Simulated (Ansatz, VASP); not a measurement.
Given: the input of a run of Ansatz 0.2.0 on Sr2NbN2O2.

input.yaml

```yaml
crystal:
  lattice:
    - [-2.0582616973, 2.0582616973, 6.5890983933]
    - [2.0582616973, -2.0582616973, 6.5890983933]
    - [2.0582616973, 2.0582616973, -6.5890983933]
  atoms:
    - { symbol: Nb, position: [0.0, 0.0, 0.0] }
    - { symbol: Sr, position: [0.648324, 0.648324, 0.0] }
    - { symbol: Sr, position: [0.351676, 0.351676, 0.0] }
    - { symbol: O, position: [0.837635, 0.837635, 0.0] }
    - { symbol: O, position: [0.162365, 0.162365, 0.0] }
    - { symbol: "N", position: [0.0, 0.5, 0.5] }
    - { symbol: "N", position: [0.5, 0.0, 0.5] }
hamiltonian:
  xc: pbe
  pseudopotentials: { kind: paw }
kpoints:
  mp_grid: { grid: [9, 9, 9] }
scf:
  occupations: { method: fermi_dirac, width: 0.05 }
output:
  forces: true
  stress: true
  eigenvalues: true
```

Potentials or basis: Ansatz PAW.

The run is started by

```console
$ ansatz run input.yaml --threads 4 --pin off --max-ram 10240MiB --backend cpu --events-out ev --progress --plain --runs-dir out
```

**Question.** Set up the same calculation for VASP 6.6.1. Potentials there: VASP PAW PBE potentials, release 64 (Nb_sv, Sr_sv, O, N).

**Answer.** As run (the cutoff follows the program's own potentials):

File INCAR:

```
  ALGO = Normal
  EDIFF = 1E-7
  ENCUT = 520
  GGA = PE
  ISIF = 2
  ISMEAR = -1
  LASPH = True
  LCHARG = False
  LREAL = False
  LWAVE = False
  NBANDS = 36
  NELM = 80
  PREC = Accurate
  SIGMA = 0.05
```

The input KPOINTS:

```
k-points
0
Gamma
  9 9 9
```

File POSCAR:

```
Sr2NbN2O2
1.0
   -2.0582616973      2.0582616973      6.5890983933
    2.0582616973     -2.0582616973      6.5890983933
    2.0582616973      2.0582616973     -6.5890983933
Nb Sr O N
1 2 2 2
Direct
    0.0000000000      0.0000000000      0.0000000000
    0.6483240000      0.6483240000      0.0000000000
    0.3516760000      0.3516760000      0.0000000000
    0.8376350000      0.8376350000      0.0000000000
    0.1623650000      0.1623650000      0.0000000000
    0.0000000000      0.5000000000      0.5000000000
    0.5000000000      0.0000000000      0.5000000000
```

Potentials or basis: VASP PAW PBE potentials, release 64 (Nb_sv, Sr_sv, O, N).

The run is started by

```bash
$ cat potpaw_PBE.64/Nb_sv/POTCAR potpaw_PBE.64/Sr_sv/POTCAR potpaw_PBE.64/O/POTCAR potpaw_PBE.64/N/POTCAR > POTCAR
$ mpirun -np 1 vasp_std > vasp.out
```

Both were run:

|  | VASP | Ansatz | Ansatz less VASP |
| --- | --- | --- | --- |
| gap on the k mesh at the Fermi level (eV) | none | none | - |
| pressure (GPa) | -6.1 | -6.2 | -0.12 |
| traceless stress, the component that is largest in VASP (GPa) | -0.39 | -0.58 | -0.184 |
| rms of the force components (eV/Å) | 0.160 | 0.151 | -0.0087 |

Atom by atom the forces differ by 0.009 eV/Å (rms over components). A gap of «none» marks a metal or a gap that the smearing closes.
